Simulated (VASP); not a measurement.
# InPd: single point with PBE+D3(BJ)

InPd:

```
In Pd
1.0
     3.27188    0.00000    0.00000
     0.00000    3.27188    0.00000
     0.00000    0.00000    3.27188
In Pd
1 1
Cartesian
  0.0000 0.0000 0.0000
  1.6359 1.6359 1.6359
```

```
Program                : VASP 6.6.1
Task                   : single point
Functional             : PBE
Dispersion             : D3(BJ)
Potentials or basis    : VASP PAW PBE potentials, release 64 (In_d, Pd)
Cutoff                 : 520 eV
k mesh                 : 8 × 8 × 8
Occupations            : fermi-dirac, width 0.05 eV
Spin                   : no spin polarisation
Dipole correction      : no
Further INCAR settings : ALGO = Normal; EDIFF = 1e-06; NBANDS = 18
```

```json
{
 "Pressure": "-1.5 GPa",
 "Dispersion energy per atom": "-0.535 eV"
}
```

Levels at points of the mesh, in eV from the Fermi level:
| k point | band 8 | band 9 | band 10 | band 11 | band 12 | band 13 | band 14 | band 15 | band 16 | band 17 |
| --- | --- | --- | --- | --- | --- | --- | --- | --- | --- | --- |
| (0.00, 0.00, 0.00) | -3.73 | -2.18 | -2.18 | -2.18 | 4.31 | 4.31 | 4.31 | 9.52 | 10.66 | 10.66 |
| (0.50, 0.00, 0.00) | -3.71 | -3.17 | -3.17 | -2.26 | -1.03 | 9.64 | 9.64 | 9.97 | 10.81 | 10.81 |
| (0.50, 0.50, 0.00) | -2.59 | -2.59 | -2.24 | -2.24 | -1.61 | 1.54 | 2.56 | 9.56 | 11.42 | 11.42 |
| (0.50, 0.50, 0.50) | -4.78 | -1.57 | -1.57 | 0.01 | 3.88 | 3.88 | 3.88 | 4.48 | 4.48 | 4.48 |

Wall time 25 s on 1 thread of Intel(R) Xeon(R) Platinum 8259CL CPU @ 2.50GHz (Skylake/Cascade Lake) (shared host), peak memory 0.16 GiB.

Caveat: three body term missing; spin-orbit coupling is left out, which moves the levels of the heavy elements; pairwise dispersion overbinds metals, which lowers pressure and volume.
